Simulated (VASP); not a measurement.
# RbBr in VASP: notebook

RbBr is run at these levels: PBEsol; tasks: single point.

Program: VASP 6.6.1. These are calculated values, not measurements. Logs are shortened: lines on timing, memory, paths and dates and some standing lists are left out, and cuts for length are marked.

### 1 The cell of the first run

It takes space group Fm-3m (No. 225, cubic). Conventional cell: a = 6.850 Å, b = 6.850 Å, c = 6.850 Å, α = 90.00°, β = 90.00°, γ = 90.00°. Rb (site symmetry m-3m) has 6 Br at 3.42 Å within 4.5 Å. Within 4.5 Å of Br (site symmetry m-3m) lie 6 Rb at 3.42 Å.

### 2 Single point, PBEsol, non-collinear spin, zero start, spin-orbit coupling

Contents of INCAR:

```
SYSTEM = RbBr
  PREC = Accurate
  ENCUT = 520
  EDIFF = 1E-6
  ISMEAR = 0
  SIGMA = 0.01
  LREAL = .False.
  LASPH = .True.
  NELM = 150
  ALGO = Normal
  ISIF = 2
  LWAVE = .False.
  LCHARG = .False.
  MAGMOM = 0 0 0 0 0 0
  LORBIT = 11
  LSORBIT = .True.
  GGA_COMPAT = .False.
  LORBMOM = .True.
  GGA = PS
  NBANDS = 28
```

Contents of KPOINTS:

```
regular mesh
0
Gamma
  6 6 6
  0 0 0
```

Contents of POSCAR:

```
RbBr
1.0
    0.0000000000      3.4249234702      3.4249234702
    3.4249234702      0.0000000000      3.4249234702
    3.4249234702      3.4249234702      0.0000000000
Rb Br
1 1
Direct
    0.0000000000      0.0000000000      0.0000000000
    0.5000000000      0.5000000000      0.5000000000
```

Potentials or basis: VASP PAW PBE potentials, release 64 (Rb_sv, Br).

The run is started by

```console
> cat potpaw_PBE.64/Rb_sv/POTCAR potpaw_PBE.64/Br/POTCAR > POTCAR
> mpirun -np 1 vasp_ncl > vasp.out
```

OUTCAR:

```text
SYSTEM = RbBr
   PREC = Accurate
   ENCUT = 520
   EDIFF = 1E-6
   ISMEAR = 0
   LREAL = .False.
   LASPH = .True.
   NELM = 150
   ISIF = 2
   LORBIT = 11
   LSORBIT = .True.
   GGA = PS

 ion  position               nearest neighbor table
   1  0.000  0.000  0.000-   2 3.42   2 3.42   2 3.42   2 3.42   2 3.42   2 3.42
   2  0.500  0.500  0.500-   1 3.42   1 3.42   1 3.42   1 3.42   1 3.42   1 3.42

  LATTYP: Found a face centered cubic cell.
 ALAT       =     6.8498469404

  Lattice vectors:

 A1 = (   0.0000000000,   3.4249234702,   3.4249234702)
 A2 = (   3.4249234702,   0.0000000000,   3.4249234702)
 A3 = (   3.4249234702,   3.4249234702,   0.0000000000)

Analysis of symmetry for initial positions (statically):
=====================================================================
 Subroutine PRICEL returns:
 Original cell was already a primitive cell.

 Routine SETGRP: Setting up the symmetry group for a
 face centered cubic supercell.

 Subroutine GETGRP returns: Found 48 space group operations
 (whereof 48 operations were pure point group operations)
 out of a pool of 48 trial point group operations.

The static configuration has the point symmetry O_h .

Analysis of symmetry for dynamics (positions and initial velocities):
=====================================================================
 Subroutine PRICEL returns:
 Original cell was already a primitive cell.

 Routine SETGRP: Setting up the symmetry group for a
 face centered cubic supercell.

 Subroutine GETGRP returns: Found 48 space group operations
 (whereof 48 operations were pure point group operations)
 out of a pool of 48 trial point group operations.

The dynamic configuration has the point symmetry O_h .

Analysis of structural, dynamic, and magnetic symmetry:
=====================================================================
 Subroutine PRICEL returns:
 Original cell was already a primitive cell.

 Routine SETGRP: Setting up the symmetry group for a
 face centered cubic supercell.

 Subroutine GETGRP returns: Found 48 space group operations
 (whereof 48 operations were pure point group operations)
 out of a pool of 48 trial point group operations.

The overall configuration has the point symmetry O_h .

 Subroutine INISYM returns: Found 48 space group operations
 (whereof 48 operations are pure point group operations),
 and found     1 'primitive' translations

----------------------------------------------------------------------------------------

                                     Primitive cell

  volume of cell :      80.3494

  direct lattice vectors                    reciprocal lattice vectors
     0.000000000  3.424923470  3.424923470    -0.145988663  0.145988663  0.145988663
     3.424923470  0.000000000  3.424923470     0.145988663 -0.145988663  0.145988663
     3.424923470  3.424923470  0.000000000     0.145988663  0.145988663 -0.145988663

  length of vectors
     4.843573222  4.843573222  4.843573222     0.252859783  0.252859783  0.252859783

  position of ions in fractional coordinates (direct lattice)
     0.000000000  0.000000000  0.000000000
     0.500000000  0.500000000  0.500000000

  ion indices of the primitive-cell ions
   primitive index   ion index
                 1           1
                 2           2

----------------------------------------------------------------------------------------

 KPOINTS: regular mesh

Automatic generation of k-mesh.
 Grid dimensions read from file:
 generate k-points for:    6    6    6

 Generating k-lattice:

  Cartesian coordinates                     Fractional coordinates (reciprocal lattice)
    -0.024331444  0.024331444  0.024331444     0.166666667  0.000000000  0.000000000
[... 87 lines left out ...]
 number of electron      15.9999999 magnetization       0.0000000      0.0000000      0.0000000

 number of electron      15.9999999 magnetization      -0.0000000     -0.0000000     -0.0000000

 number of electron      15.9999999 magnetization      -0.0000000      0.0000000      0.0000000

 Free energy of the ion-electron system (eV)
  ---------------------------------------------------
  ext. energy  EPLUGINS =         0.00000000
  ---------------------------------------------------
  free energy    TOTEN  =        -6.40793428 eV

  energy without entropy =       -6.40793428  energy(sigma->0) =       -6.40793428

 E-fermi :  -1.5804     XC(G=0):  -7.4142

 val. band max:       -1.6783363085   @ k =   0.0000   0.0000   0.0000
 cond. band min:       2.3755695087   @ k =   0.0000   0.0000   0.0000
 fundamental gap:      4.0539058171
 Fermi energy:        -1.5804133833

 k-point     1 :       0.0000    0.0000    0.0000
  band No.  band energies     occupation
      1     -26.1925      1.00000
      2     -26.1925      1.00000
      3     -14.0335      1.00000
      4     -14.0335      1.00000
      5     -10.8543      1.00000
      6     -10.8543      1.00000
[... 485 lines left out ...]
     27       9.0220      0.00000
     28       9.0221      0.00000

------------------------ aborting loop because EDIFF is reached ----------------------------------------

  FORCE on cell =-STRESS in cart. coord.  units (eV):
  Direction    XX          YY          ZZ          XY          YZ          ZX
  --------------------------------------------------------------------------------------
  -------------------------------------------------------------------------------------
  Total        0.0024907      0.0024907      0.0024907      0.0000000      0.0000000      0.0000000
  in kB        0.0496645      0.0496645      0.0496645      0.0000000      0.0000000      0.0000000
  external PRESSURE =       0.0496645 kB  Pullay stress =       0.0000000 kB

 VOLUME and BASIS-vectors are now :
 -----------------------------------------------------------------------------
  energy-cutoff  :      520.00
  volume of cell :       80.35
      direct lattice vectors                 reciprocal lattice vectors
     0.000000000  3.424923470  3.424923470    -0.145988663  0.145988663  0.145988663
     3.424923470  0.000000000  3.424923470     0.145988663 -0.145988663  0.145988663
     3.424923470  3.424923470  0.000000000     0.145988663  0.145988663 -0.145988663

 POSITION                                       TOTAL-FORCE (eV/Angst)
 -----------------------------------------------------------------------------------
      0.00000      0.00000      0.00000         0.000000     -0.000000      0.000000
      3.42492      3.42492      3.42492         0.000000      0.000000      0.000000
 -----------------------------------------------------------------------------------
    total drift:                                0.000000      0.000000      0.000000

  FREE ENERGIE OF THE ION-ELECTRON SYSTEM (eV)
  ---------------------------------------------------
  free  energy   TOTEN  =        -6.4079342761 eV

  energy  without entropy=       -6.4079342761  energy(sigma->0) =       -6.40793428

 orbital moment (x)

 # of ion     p       d       tot
 ----------------------------------------
  1        -0.000  -0.000  -0.000
  2        -0.000   0.000  -0.000
 ----------------------------------------
           -0.000  -0.000  -0.000

 orbital moment (y)

 # of ion     p       d       tot
 ----------------------------------------
  1        -0.000   0.000  -0.000
  2         0.000  -0.000   0.000
 ----------------------------------------
           -0.000  -0.000  -0.000

 orbital moment (z)

 # of ion     p       d       tot
 ----------------------------------------
  1         0.000   0.000   0.000
  2         0.000   0.000   0.000
 ----------------------------------------
            0.000   0.000   0.000

 Spin-Orbit-Coupling matrix elements

 Ion:    1  E_soc:     -0.0532352
 l=   1
     0.0000000    -0.0088632    -0.0088632
    -0.0088632     0.0000000    -0.0088632
    -0.0088632    -0.0088632     0.0000000
 l=   2
     0.0000000     0.0000009     0.0000000     0.0000009    -0.0000102
     0.0000009     0.0000000    -0.0000076     0.0000009    -0.0000025
     0.0000000    -0.0000076     0.0000000    -0.0000076     0.0000000
     0.0000009     0.0000009    -0.0000076     0.0000000    -0.0000025
    -0.0000102    -0.0000025     0.0000000    -0.0000025     0.0000000
 l=   3
     0.0000000     0.0000000     0.0000000     0.0000000     0.0000000     0.0000000     0.0000000
     0.0000000     0.0000000     0.0000000     0.0000000     0.0000000     0.0000000     0.0000000
     0.0000000     0.0000000     0.0000000     0.0000000     0.0000000     0.0000000     0.0000000
     0.0000000     0.0000000     0.0000000     0.0000000     0.0000000     0.0000000     0.0000000
     0.0000000     0.0000000     0.0000000     0.0000000     0.0000000     0.0000000     0.0000000
     0.0000000     0.0000000     0.0000000     0.0000000     0.0000000     0.0000000     0.0000000
     0.0000000     0.0000000     0.0000000     0.0000000     0.0000000     0.0000000     0.0000000

 Ion:    2  E_soc:     -0.0520169
 l=   1
     0.0000000    -0.0086691    -0.0086691
    -0.0086691     0.0000000    -0.0086691
    -0.0086691    -0.0086691     0.0000000
 l=   2
     0.0000000    -0.0000000     0.0000000    -0.0000000    -0.0000004
    -0.0000000     0.0000000    -0.0000003    -0.0000000    -0.0000001
     0.0000000    -0.0000003     0.0000000    -0.0000003     0.0000000
    -0.0000000    -0.0000000    -0.0000003     0.0000000    -0.0000001
    -0.0000004    -0.0000001     0.0000000    -0.0000001     0.0000000
 l=   3
     0.0000000     0.0000000     0.0000000     0.0000000     0.0000000     0.0000000     0.0000000
     0.0000000     0.0000000     0.0000000     0.0000000     0.0000000     0.0000000     0.0000000
     0.0000000     0.0000000     0.0000000     0.0000000     0.0000000     0.0000000     0.0000000
     0.0000000     0.0000000     0.0000000     0.0000000     0.0000000     0.0000000     0.0000000
     0.0000000     0.0000000     0.0000000     0.0000000     0.0000000     0.0000000     0.0000000
     0.0000000     0.0000000     0.0000000     0.0000000     0.0000000     0.0000000     0.0000000
     0.0000000     0.0000000     0.0000000     0.0000000     0.0000000     0.0000000     0.0000000

 total charge

# of ion       s       p       d       tot
------------------------------------------
    1        1.938   5.350   0.024   7.312
    2        1.592   3.278   0.001   4.872
--------------------------------------------------
tot          3.530   8.629   0.025  12.184

 magnetization (x)

# of ion       s       p       d       tot
------------------------------------------
    1        0.000   0.000  -0.000   0.000
    2        0.000   0.000  -0.000  -0.000
--------------------------------------------------
tot          0.000   0.000  -0.000   0.000

 magnetization (y)

# of ion       s       p       d       tot
------------------------------------------
    1        0.000   0.000   0.000   0.000
    2        0.000   0.000   0.000   0.000
--------------------------------------------------
tot          0.000   0.000   0.000   0.000

 magnetization (z)

# of ion       s       p       d       tot
------------------------------------------
    1       -0.000   0.000   0.000  -0.000
    2       -0.000   0.000   0.000  -0.000
--------------------------------------------------
tot         -0.000   0.000   0.000  -0.000
```

It took 79 s on 1 thread of Intel Xeon 6975P-C (Granite Rapids), shared host; peak memory 0.39 GiB.

What came out:

```yaml
Free_energy: -6.4079 eV
Pressure: 0.0 GPa
Net_moment: 0.00 μB per cell
Valence_electrons_inside_the_program's_atomic_spheres: Rb 7.31; Br 4.87
```

Moments on the atoms (μB; x, y, z):
```
Rb  0.00 0.00 0.00
Br  0.00 0.00 0.00
```

Caveat: the PAW data sets were made with another functional, which shifts forces and pressure a little.

### 3 Single point, PBEsol, non-collinear spin, zero start, spin-orbit coupling

Contents of INCAR:

```
PREC = Accurate
ENCUT = 520
EDIFF = 1E-6
ISMEAR = 0
SIGMA = 0.01
LREAL = False
LASPH = True
NELM = 150
ALGO = Normal
ISIF = 2
LWAVE = False
LCHARG = False
MAGMOM = 0 0 0 0 0 0
LORBIT = 11
LSORBIT = True
GGA_COMPAT = False
LORBMOM = True
GGA = PS
NBANDS = 28
```

Contents of KPOINTS:

```
regular mesh
0
Gamma
  6 6 6
```

POSCAR is that of step 2.

Potentials or basis: VASP PAW PBE potentials, release 64 (Rb_sv, Br).

The run is started by

```console
> cat potpaw_PBE.64/Rb_sv/POTCAR potpaw_PBE.64/Br/POTCAR > POTCAR
> mpirun -np 1 vasp_ncl > vasp.out
```

Wall time 62 s (1 thread of Intel Xeon 6975P-C (Granite Rapids), shared host); peak memory 0.4 GiB.

It converged, with:

```
Free energy                                           : -6.4079 eV
Pressure                                              : 0.0 GPa
Net moment                                            : 0.00 μB per cell
Valence electrons inside the program's atomic spheres : Rb 7.31; Br 4.87
```

Moments on the atoms (μB; x, y, z):
```
Rb  0.00 0.00 0.00
Br  0.00 0.00 0.00
```

Caveat: the PAW data sets were made with another functional, which shifts forces and pressure a little.

### 4 Single point, PBEsol, non-collinear spin, zero start, spin-orbit coupling

This run uses another cell than the first one, of 40.78 Å³/atom, 1.015 times its volume.

Contents of INCAR:

```
ALGO = Normal ; EDIFF = 1E-7
ENCUT = 520 ; GGA = PS
GGA_COMPAT = False ; ISIF = 2
ISMEAR = 0 ; LASPH = True
LCHARG = True ; LORBIT = 11
LORBMOM = True ; LREAL = False
LSORBIT = True ; LVHAR = True
LWAVE = False ; MAGMOM = 0 0 0 0 0 0
NBANDS = 28 ; NELM = 150
PREC = Accurate ; SIGMA = 0.01
```

Contents of KPOINTS:

```
k-points
0
Gamma
  6 6 6
```

Contents of POSCAR:

```
RbBr
1.0
    0.0000000000      3.4420480875      3.4420480875
    3.4420480875      0.0000000000      3.4420480875
    3.4420480875      3.4420480875      0.0000000000
Rb Br
1 1
Direct
    0.0000000000      0.0000000000      0.0000000000
    0.5000000000      0.5000000000      0.5000000000
```

The run is started by

```console
> cat potpaw_PBE.64/Rb_sv/POTCAR potpaw_PBE.64/Br/POTCAR > POTCAR
> mpirun -np 1 vasp_ncl > vasp.out
```

Wall time 84 s (1 thread of Intel Xeon 6975P-C (Granite Rapids), shared host); peak memory 0.38 GiB.

Results (log left out):

```yaml
Free_energy: -6.4072 eV
Pressure: -0.2 GPa
Net_moment: 0.00 μB per cell
Valence_electrons_inside_the_program's_atomic_spheres: Rb 7.31; Br 4.87
```

Moments on the atoms (μB; x, y, z):
```
Rb  0.00 0.00 0.00
Br  0.00 0.00 0.00
```

Caveat: the PAW data sets were made with another functional, which shifts forces and pressure a little.

(Part 1 of 2 ends here.)
